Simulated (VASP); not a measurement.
# AgI (P6_3mc) in VASP: a series of runs

Aim: see how the results for AgI move with the level of theory and the settings. Levels: HSE06, PBE0, LDA, PBEsol. Tasks: single point.

Everything below comes from runs of VASP 6.6.1. Logs are shortened: lines on timing, memory, paths and dates and some standing lists are left out, and cuts for length are marked.

### Step 1. The cell of the first run

Symmetry: P6_3mc, No. 186, hexagonal system. Conventional cell: a = 4.682 Å, b = 4.682 Å, c = 7.648 Å, α = 90.00°, β = 90.00°, γ = 120.00°. Ag (site symmetry 3m) has 4 I at 2.87 Å within 3.8 Å. I (site symmetry 3m) has 4 Ag at 2.87 Å within 3.8 Å.

### Step 2. Single point, HSE06

Contents of POSCAR:

```
AgI
1.0
    4.6816862829      0.0000000000      0.0000000000
   -2.3408431415      4.0544592535      0.0000000000
    0.0000000000      0.0000000000      7.6483113847
Ag I
2 2
Direct
    0.3333333333      0.6666666667      0.0024058981
    0.6666666667      0.3333333333      0.5024058981
    0.3333333333      0.6666666667      0.3774941019
    0.6666666667      0.3333333333      0.8774941019
```

Contents of INCAR.step1:

```
SYSTEM = AgI
PREC = Accurate
ENCUT = 400
EDIFF = 1E-5
ISMEAR = -1
SIGMA = 0.02
LREAL = .FALSE.
LASPH = .TRUE.
NELM = 120
ALGO = Normal
ISIF = 2
LWAVE = .TRUE.
LCHARG = .FALSE.
GGA = PE
NBANDS = 26
GGA_COMPAT = .FALSE.
KPAR = 4
```

Contents of INCAR.step2:

```
SYSTEM = AgI
PREC = Accurate
ENCUT = 400
EDIFF = 1E-6
ISMEAR = -1
SIGMA = 0.02
LREAL = .FALSE.
LASPH = .TRUE.
NELM = 120
ALGO = Normal
ISIF = 2
LWAVE = .FALSE.
LCHARG = .FALSE.
GGA = PE
LHFCALC = .TRUE.
HFSCREEN = 0.2079
PRECFOCK = Normal
ISTART = 1
NBANDS = 26
GGA_COMPAT = .FALSE.
KPAR = 4
```

Contents of KPOINTS:

```
Automatic mesh
0
G
  6 6 2
  0 0 0
```

Potentials or basis: VASP PAW PBE potentials, release 64 (Ag, I).

Launch:

```bash
> cat potpaw_PBE.64/Ag/POTCAR potpaw_PBE.64/I/POTCAR > POTCAR
> cp INCAR.step1 INCAR
> mpirun -np 4 vasp_std > vasp.out
> cp INCAR.step2 INCAR
> mpirun -np 4 vasp_std > vasp.out
```

OUTCAR:

```text
SYSTEM = AgI
   PREC = Accurate
   ENCUT = 400
   EDIFF = 1E-6
   ISMEAR = -1
   LREAL = .FALSE.
   LASPH = .TRUE.
   NELM = 120
   ISIF = 2
   GGA = PE
   LHFCALC = .TRUE.
   HFSCREEN = 0.2079
   PRECFOCK = Normal
   ISTART = 1

 ion  position               nearest neighbor table
   1  0.333  0.667  0.002-   4 2.87   4 2.87   4 2.87   3 2.87
   2  0.667  0.333  0.502-   3 2.87   3 2.87   3 2.87   4 2.87
   3  0.333  0.667  0.377-   2 2.87   2 2.87   2 2.87   1 2.87
   4  0.667  0.333  0.877-   1 2.87   1 2.87   1 2.87   2 2.87

  LATTYP: Found a hexagonal cell.
 ALAT       =     4.6816862829
 C/A-ratio  =     1.6336659320

  Lattice vectors:

 A1 = (   4.6816862829,   0.0000000000,   0.0000000000)
 A2 = (  -2.3408431415,   4.0544592535,   0.0000000000)
 A3 = (   0.0000000000,   0.0000000000,   7.6483113847)

Analysis of symmetry for initial positions (statically):
=====================================================================
 Subroutine PRICEL returns:
 Original cell was already a primitive cell.

 Routine SETGRP: Setting up the symmetry group for a
 hexagonal supercell.

 Subroutine GETGRP returns: Found 12 space group operations
 (whereof  6 operations were pure point group operations)
 out of a pool of 24 trial point group operations.

The static configuration has the point symmetry C_3v.
 The point group associated with its full space group is C_6v.

Analysis of symmetry for dynamics (positions and initial velocities):
=====================================================================
 Subroutine PRICEL returns:
 Original cell was already a primitive cell.

 Routine SETGRP: Setting up the symmetry group for a
 hexagonal supercell.

 Subroutine GETGRP returns: Found 12 space group operations
 (whereof  6 operations were pure point group operations)
 out of a pool of 24 trial point group operations.

The dynamic configuration has the point symmetry C_3v.
 The point group associated with its full space group is C_6v.

 Subroutine INISYM returns: Found 12 space group operations
 (whereof  6 operations are pure point group operations),
 and found     1 'primitive' translations

[... 90 lines left out ...]
   NSW    =      0    number of steps for IOM
   IBRION =     -1    ionic relax: 0-MD 1-quasi-New 2-CG
   NFREE  =      0    steps in history (QN), initial steepest desc. (CG)
   ISIF   =      2    stress and relaxation
   ISYM   =      3    0-nonsym 1-usesym 2-fastsym
   POTIM  = 0.5000    time-step for ionic-motion
   TEBEG  =    0.0;   TEEND  =   0.0 temperature during run
   PSTRESS=    0.0 pullay stress
   NELECT =      36.0000    total number of electrons
   NUPDOWN=      -1.0000    fix difference up-down
   EMIN   =  10.00;   EMAX   =-10.00  energy-range for DOS
   EFERMI =   0.00;   METHOD = LEGACY
   ISMEAR =    -1;   SIGMA  =   0.02  broadening in eV -4-tet -1-fermi 0-gaus
   EFERMI_NEDOS =   21; number of points for ismear=-14 and -15
   IALGO  =     38    algorithm
   IMIX   =      1    mixing-type and parameters
     AMIX     =   0.40;   BMIX     =  1.00
     AMIX_MAG =   1.60;   BMIX_MAG =  1.00
  volume/ion in A,a.u.               =      36.29       244.93
  Fermi-wavevector in a.u.,A,eV,Ry     =   1.028510  1.943603 14.392703  1.057834
  Thomas-Fermi vector in A             =   2.162511
   LORBIT       =      0    0 simple, 1 ext, 2 COOP (PROOUT), +10 PAW based schemes
   GGA     = PE    functional components
   LHFCALC =     T    Hartree Fock is set to
   PRECFOCK=normal    Normal, Fast or Accurate (Low or Medium for compatibility)
   ENCUT4O =  -1.0   cutoff for four orbital integrals eV
   NKREDX  =     1    reduce k-point grid by
   NKREDY  =     1    reduce k-point grid by
   NKREDZ  =     1    reduce k-point grid by
   AEXX    =    0.2500 exact exchange contribution
   HFSCREEN=    0.2079 screening length (either q_TF or 0.3 A-1)
   HFSCREENC=   0.2079 screening length for correlation (either q_TF or 0.3 A-1)
   ENCUTFOCK=  -1.0 apply spherical cutoff to Coloumb kernel
   IVDW    =     0    specifies the selected vdW correction
   LEPSILON=     F    determine dielectric tensor
   LRPA    =     F    only Hartree local field effects (RPA)
 non-spin polarized calculation
  energy-cutoff  :      400.00
  volume of cell :      145.18
 maximum number of plane-waves:      2657
 NGX is ok and might be reduce to    32
  NGX = 24; NGY = 24; NGZ = 40

 number of electron      36.0000005 magnetization

 Free energy of the ion-electron system (eV)
  ---------------------------------------------------
  ext. energy  EPLUGINS =         0.00000000
  ---------------------------------------------------
  free energy    TOTEN  =       -11.47143488 eV

  energy without entropy =      -11.47143488  energy(sigma->0) =      -11.47143488

 E-fermi :   2.1736     XC(G=0):  -6.8058

 val. band max:        1.7495134656   @ k =   0.0000   0.0000   0.0000
 cond. band min:       4.2594733330   @ k =   0.0000   0.0000   0.0000
 fundamental gap:      2.5099598674
 Fermi energy:         2.1736225390

 k-point     1 :       0.0000    0.0000    0.0000
  band No.  band energies     occupation
      1     -11.6193      2.00000
      2     -11.3399      2.00000
      3      -2.7017      2.00000
      4      -2.7002      2.00000
      5      -2.7002      2.00000
      6      -2.5573      2.00000
[... 395 lines left out ...]
     25      11.0815      0.00000
     26      11.0816      0.00000

------------------------ aborting loop because EDIFF is reached ----------------------------------------

  FORCE on cell =-STRESS in cart. coord.  units (eV):
  Direction    XX          YY          ZZ          XY          YZ          ZX
  --------------------------------------------------------------------------------------
  -------------------------------------------------------------------------------------
  Total       -0.2105993     -0.2105993     -0.2169471      0.0000000      0.0000000      0.0000000
  in kB       -2.3241637     -2.3241637     -2.3942178      0.0000000      0.0000000      0.0000000
  external PRESSURE =      -2.3475150 kB  Pullay stress =       0.0000000 kB

 VOLUME and BASIS-vectors are now :
 -----------------------------------------------------------------------------
  energy-cutoff  :      400.00
  volume of cell :      145.18
      direct lattice vectors                 reciprocal lattice vectors
     4.681686283  0.000000000  0.000000000     0.213598251  0.123321008  0.000000000
    -2.340843142  4.054459254  0.000000000     0.000000000  0.246642015  0.000000000
     0.000000000  0.000000000  7.648311385     0.000000000  0.000000000  0.130747815

 POSITION                                       TOTAL-FORCE (eV/Angst)
 -----------------------------------------------------------------------------------
     -0.00000      2.70297      0.01840         0.000000      0.000000     -0.000727
      2.34084      1.35149      3.84256         0.000000      0.000000     -0.000727
     -0.00000      2.70297      2.88719         0.000000     -0.000000      0.000727
      2.34084      1.35149      6.71135        -0.000000      0.000000      0.000727
 -----------------------------------------------------------------------------------
    total drift:                               -0.000000     -0.000001     -0.000027

  FREE ENERGIE OF THE ION-ELECTRON SYSTEM (eV)
  ---------------------------------------------------
  free  energy   TOTEN  =       -11.4714348758 eV

  energy  without entropy=      -11.4714348757  energy(sigma->0) =      -11.47143488
```

OSZICAR.step1:

```text
N       E                     dE             d eps       ncg     rms          rms(c)
DAV:   1     0.176224655330E+03    0.17622E+03   -0.13469E+04   728   0.960E+02
DAV:   2    -0.812035276400E+00   -0.17704E+03   -0.17010E+03   816   0.209E+02
DAV:   3    -0.957604646913E+01   -0.87640E+01   -0.87084E+01   866   0.463E+01
DAV:   4    -0.974257051391E+01   -0.16652E+00   -0.16645E+00   960   0.634E+00
DAV:   5    -0.974361924866E+01   -0.10487E-02   -0.10486E-02   844   0.586E-01    0.636E+00
DAV:   6    -0.957624211363E+01    0.16738E+00   -0.54921E-01   750   0.807E+00    0.475E+00
DAV:   7    -0.957818831241E+01   -0.19462E-02   -0.14821E-01   760   0.173E+00    0.186E+00
DAV:   8    -0.957847957736E+01   -0.29126E-03   -0.95709E-03   770   0.883E-01    0.420E-01
DAV:   9    -0.957874732334E+01   -0.26775E-03   -0.22011E-03   782   0.420E-01    0.901E-02
DAV:  10    -0.957880220161E+01   -0.54878E-04   -0.15046E-04   790   0.134E-01    0.325E-02
DAV:  11    -0.957886860796E+01   -0.66406E-04   -0.13287E-04   746   0.752E-02    0.381E-02
DAV:  12    -0.957886305858E+01    0.55494E-05   -0.10711E-05   588   0.340E-02
   1 F= -.95788631E+01 E0= -.95788631E+01  d E =-.185916E-10
```

It took 13 min on 4 MPI ranks of Intel Xeon 6975P-C (Granite Rapids), shared host; peak memory 0.35 GiB.

Results:

| Property | Result |
| --- | --- |
| Free energy | -11.4714 eV |
| Pressure | -0.2 GPa |
| Band gap on the k mesh | 2.51 eV |

Caveat: the PAW data sets were made with another functional, which shifts forces and pressure a little; spin-orbit coupling is left out, which moves the levels of the heavy elements.

### Step 3. Single point, PBE0

This run uses another cell than the first one, of 35.59 Å³/atom.

Contents of POSCAR:

```
AgI
1.0
    4.6512919221      0.0000000000      0.0000000000
   -2.3256459611      4.0281369650      0.0000000000
    0.0000000000      0.0000000000      7.5978539869
Ag I
2 2
Direct
    0.3333333333      0.6666666667      0.0024013965
    0.6666666667      0.3333333333      0.5024013965
    0.3333333333      0.6666666667      0.3774986035
    0.6666666667      0.3333333333      0.8774986035
```

Contents of INCAR.step1:

```
PREC     = Accurate       # precision mode
ENCUT    = 400            # plane-wave cutoff, eV
EDIFF    = 1E-5           # SCF threshold, eV
ISMEAR   = 0              # smearing method
SIGMA    = 0.01           # smearing width, eV
LREAL    = False          # projectors in reciprocal space
LASPH    = True           # aspherical terms in the spheres
NELM     = 120            # most SCF steps
ALGO     = Normal         # electronic algorithm
ISIF     = 2              # what is computed and relaxed
LWAVE    = True           # write WAVECAR
LCHARG   = False          # write CHGCAR
NBANDS   = 26             # bands
GGA      = PE             # functional
GGA_COMPAT= False        
KPAR     = 4
```

Contents of INCAR.step2:

```
PREC     = Accurate       # precision mode
ENCUT    = 400            # plane-wave cutoff, eV
EDIFF    = 1E-6           # SCF threshold, eV
ISMEAR   = 0              # smearing method
SIGMA    = 0.01           # smearing width, eV
LREAL    = False          # projectors in reciprocal space
LASPH    = True           # aspherical terms in the spheres
NELM     = 120            # most SCF steps
ALGO     = Normal         # electronic algorithm
ISIF     = 2              # what is computed and relaxed
LWAVE    = False          # write WAVECAR
LCHARG   = False          # write CHGCAR
GGA      = PE             # functional
LHFCALC  = True           # exact exchange
AEXX     = 0.25           # exact-exchange fraction
PRECFOCK = Normal       
NBANDS   = 26             # bands
ISTART   = 1            
GGA_COMPAT= False        
KPAR     = 4
```

Contents of KPOINTS:

```
regular mesh
0
Gamma
  6 6 2
```

Potentials or basis: VASP PAW PBE potentials, release 64 (Ag, I).

Launch:

```bash
> cat potpaw_PBE.64/Ag/POTCAR potpaw_PBE.64/I/POTCAR > POTCAR
> cp INCAR.step1 INCAR
> mpirun -np 4 vasp_std > vasp.out
> cp INCAR.step2 INCAR
> mpirun -np 4 vasp_std > vasp.out
```

OUTCAR:

```text
PREC = Accurate
   ENCUT = 400
   EDIFF = 1E-6
   ISMEAR = 0
   LREAL = False
   LASPH = True
   NELM = 120
   ISIF = 2
   GGA = PE
   LHFCALC = True
   AEXX = 0.25
   PRECFOCK = Normal
   ISTART = 1

 ion  position               nearest neighbor table
   1  0.333  0.667  0.002-   4 2.85   4 2.85   4 2.85   3 2.85
   2  0.667  0.333  0.502-   3 2.85   3 2.85   3 2.85   4 2.85
   3  0.333  0.667  0.377-   2 2.85   2 2.85   2 2.85   1 2.85
[... 604 lines left out ...]
  FORCE on cell =-STRESS in cart. coord.  units (eV):
  Direction    XX          YY          ZZ          XY          YZ          ZX
  --------------------------------------------------------------------------------------
  -------------------------------------------------------------------------------------
  Total        0.1712710      0.1712710      0.1662725     -0.0000000      0.0000000      0.0000000
  in kB        1.9276389      1.9276389      1.8713812     -0.0000000      0.0000000      0.0000000
  external PRESSURE =       1.9088863 kB  Pullay stress =       0.0000000 kB

 VOLUME and BASIS-vectors are now :
 -----------------------------------------------------------------------------
  energy-cutoff  :      400.00
  volume of cell :      142.35
      direct lattice vectors                 reciprocal lattice vectors
     4.651291922  0.000000000  0.000000000     0.214994031  0.124126862  0.000000000
    -2.325645961  4.028136965  0.000000000     0.000000000  0.248253723  0.000000000
     0.000000000  0.000000000  7.597853987     0.000000000  0.000000000  0.131616112

 POSITION                                       TOTAL-FORCE (eV/Angst)
 -----------------------------------------------------------------------------------
     -0.00000      2.68542      0.01825        -0.000000      0.000000      0.000843
      2.32565      1.34271      3.81717         0.000000     -0.000000      0.000843
     -0.00000      2.68542      2.86818        -0.000000      0.000000     -0.000843
      2.32565      1.34271      6.66711         0.000000      0.000000     -0.000843
 -----------------------------------------------------------------------------------
    total drift:                               -0.000000      0.000001      0.000941

  FREE ENERGIE OF THE ION-ELECTRON SYSTEM (eV)
  ---------------------------------------------------
  free  energy   TOTEN  =       -12.5536871095 eV

  energy  without entropy=      -12.5536871095  energy(sigma->0) =      -12.55368711
```

It took 35 min on 4 MPI ranks of AMD EPYC 7R43 (Zen 3), shared host; peak memory 0.22 GiB.

Results:

* Free energy: -12.5537 eV
* Pressure: 0.2 GPa
* Band gap on the k mesh: 3.18 eV

Caveat: the PAW data sets were made with another functional, which shifts forces and pressure a little; spin-orbit coupling is left out, which moves the levels of the heavy elements.

### Step 4. Single point, LDA

This run uses another cell than the first one, of 31.99 Å³/atom.

Contents of INCAR:

```
ALGO     = Normal         # electronic algorithm
EDIFF    = 1E-6           # SCF threshold, eV
ENCUT    = 500            # plane-wave cutoff, eV
GGA      = CA             # functional
GGA_COMPAT= F            
ISIF     = 2              # what is computed and relaxed
ISMEAR   = -1             # smearing method
LASPH    = T              # aspherical terms in the spheres
LCHARG   = F              # write CHGCAR
LREAL    = F              # projectors in reciprocal space
LWAVE    = F              # write WAVECAR
NBANDS   = 26             # bands
NELM     = 120            # most SCF steps
PREC     = Accurate       # precision mode
SIGMA    = 0.02           # smearing width, eV
```

Contents of KPOINTS:

```
k-points
0
Gamma
  6 6 4
```

Contents of POSCAR:

```
AgI
1.0
    4.4862350662      0.0000000000      0.0000000000
   -2.2431175331      3.8851935347      0.0000000000
    0.0000000000      0.0000000000      7.3406893252
Ag I
2 2
Direct
    0.3333333333      0.6666666667      0.0026569823
    0.6666666667      0.3333333333      0.5026569823
    0.3333333333      0.6666666667      0.3772430177
    0.6666666667      0.3333333333      0.8772430177
```

Potentials or basis: VASP PAW LDA potentials, release 64 (Ag, I).

Launch:

```bash
> cat potpaw_LDA.64/Ag/POTCAR potpaw_LDA.64/I/POTCAR > POTCAR
> mpirun -np 1 vasp_std > vasp.out
```

Wall time 59 s (1 thread of Intel Xeon Platinum 8375C at 2.90GHz (Ice Lake), shared host); peak memory 0.23 GiB.

The run converged. Its results:

```yaml
Free_energy: -12.2451 eV
Pressure: 0.0 GPa
Band_gap_on_the_k_mesh: 1.13 eV
```

Levels at points of the mesh, in eV from the valence-band top:
| k point | band 14 | band 15 | band 16 | band 17 | band 18 | band 19 | band 20 | band 21 | band 22 | band 23 |
| --- | --- | --- | --- | --- | --- | --- | --- | --- | --- | --- |
| (0.00, 0.00, 0.00) | -0.83 | -0.83 | -0.09 | 0.00 | 0.00 | 1.13 | 2.40 | 5.51 | 5.51 | 5.66 |
| (0.50, 0.00, 0.00) | -2.96 | -2.53 | -2.06 | -1.23 | -0.83 | 3.19 | 3.33 | 4.53 | 5.84 | 6.04 |
| (0.00, 0.00, 0.50) | -1.92 | -0.43 | -0.43 | -0.43 | -0.43 | 2.48 | 2.48 | 5.45 | 5.45 | 5.85 |
| (0.50, 0.00, 0.50) | -3.17 | -1.44 | -1.44 | -1.43 | -1.43 | 3.00 | 3.00 | 4.64 | 4.64 | 7.24 |

Caveat: spin-orbit coupling is left out, which moves the levels of the heavy elements.

(Part 1 of 2 ends here.)
